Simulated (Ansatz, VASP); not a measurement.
## MoS2 in VASP and in Ansatz

INCAR

```
PREC = Accurate ; ENCUT = 520
EDIFF = 1E-6 ; ISMEAR = -1
SIGMA = 0.05 ; LREAL = False
LASPH = True ; NELM = 60
ALGO = Normal ; ISIF = 2
LWAVE = False ; LCHARG = False
NBANDS = 20
```

The input KPOINTS:

```
regular mesh
0
Gamma
  10 10 10
```

File POSCAR:

```
MoS2
1.0
    1.5693956536      0.9060910031      6.1087235885
   -1.5693956536      0.9060910031      6.1087235885
    0.0000000000     -1.8121820061      6.1087235885
Mo S
1 2
Direct
    0.0000000000      0.0000000000      0.0000000000
    0.4170000000      0.4170000000      0.4170000000
    0.2500000000      0.2500000000      0.2500000000
```

File input.yaml:

```yaml
crystal:
  lattice:
    - [1.5693956536, 0.9060910031, 6.1087235885]
    - [-1.5693956536, 0.9060910031, 6.1087235885]
    - [0.0, -1.8121820061, 6.1087235885]
  atoms:
    - { symbol: Mo, position: [0.0, 0.0, 0.0] }
    - { symbol: S, position: [0.417, 0.417, 0.417] }
    - { symbol: S, position: [0.25, 0.25, 0.25] }
kpoints:
  mp_grid: { grid: [10, 10, 10] }
scf:
  occupations: { method: fermi_dirac, width: 0.05 }
hamiltonian:
  xc: lda
  pseudopotentials: { kind: all_electron, lapw: { basis_error: 0.002 } }
output:
  forces: true
  stress: true
  eigenvalues: true
```

Change from the starting cell: volume scaled by 0.98.

Alike in both runs: task single point; functional LDA; k mesh 10 × 10 × 10; occupations fermi-dirac, width 0.05 eV; no spin polarisation.

```csv
,VASP,Ansatz
version,VASP 6.6.1,Ansatz 0.2.0
potentials or method,"VASP PAW LDA potentials, release 64 (Mo_sv, S), cutoff 520 eV","all-electron LAPW, scalar-relativistic"
```

```csv
,VASP,Ansatz,Ansatz less VASP
gap on the k mesh at the Fermi level (eV),0.87,0.86,-0.008
least direct gap on the mesh (eV),2.02,2.01,-0.005
pressure (GPa),0.9,0.8,-0.05
"traceless stress, the component that is largest in VASP (GPa)",1.88,1.92,+0.040
rms of the force components (eV/Å),0.194,0.189,-0.0047
```

LDA's correlation is that of Perdew and Zunger in VASP and of Perdew and Wang (1992) in Ansatz. Atom by atom the forces differ by 0.005 eV/Å (rms over components). Ansatz ran all-electron here, and VASP with PAW potentials.
